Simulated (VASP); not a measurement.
Wanted: the native input for a VASP 6.6.1 run.

```yaml
Task: single point
Functional: LDA
Potentials_or_basis: VASP PAW LDA potentials, release 64 (In_d, Ga_d, Te)
Cutoff: 520 eV
k_mesh: 3 × 3 × 3
Occupations: gaussian, width 0.01 eV
Spin: no spin polarisation
Dipole_correction: no
Further_INCAR_settings: ALGO = Normal; EDIFF = 1e-06; NBANDS = 48
```

The structure of InGaTe2 lies in POSCAR:

```
InGaTe2
1.0
   -4.2851690000      4.2851690000      3.4098480000
    4.2851690000     -4.2851690000      3.4098480000
    4.2851690000      4.2851690000     -3.4098480000
In Ga Te
2 2 4
Direct
    0.7500000000      0.7500000000      0.0000000000
    0.2500000000      0.2500000000      0.0000000000
    0.2500000000      0.7500000000      0.5000000000
    0.7500000000      0.2500000000      0.5000000000
    0.1713270000      0.6713270000      0.8426540000
    0.6713270000      0.8286730000      0.5000000000
    0.3286730000      0.1713270000      0.5000000000
    0.8286730000      0.3286730000      0.1573460000
```

These files were run (other wordings do the same):

INCAR

```
  ALGO = Normal
  EDIFF = 1E-6
  ENCUT = 520
  GGA = CA
  ISIF = 2
  ISMEAR = 0
  LASPH = T
  LCHARG = F
  LREAL = F
  LWAVE = F
  NBANDS = 48
  NELM = 80
  PREC = Accurate
  SIGMA = 0.01
```

KPOINTS

```
k-points
0
Gamma
  3 3 3
```

Potentials or basis: VASP PAW LDA potentials, release 64 (In_d, Ga_d, Te).

Launch:

```bash
$ cat potpaw_LDA.64/In_d/POTCAR potpaw_LDA.64/Ga_d/POTCAR potpaw_LDA.64/Te/POTCAR > POTCAR
$ mpirun -np 1 vasp_std > vasp.out
```

It gave:

The pressure is -3.5 GPa, the largest force is 0.285 eV/Å and the band gap on the k mesh is 0.41 eV, direct.

Caveat: spin-orbit coupling is left out, which moves the levels of the heavy elements.

It took 84 s on 1 thread of AMD EPYC 7R13 Processor (Zen 3), with other jobs on the host, peak memory 0.3 GiB.
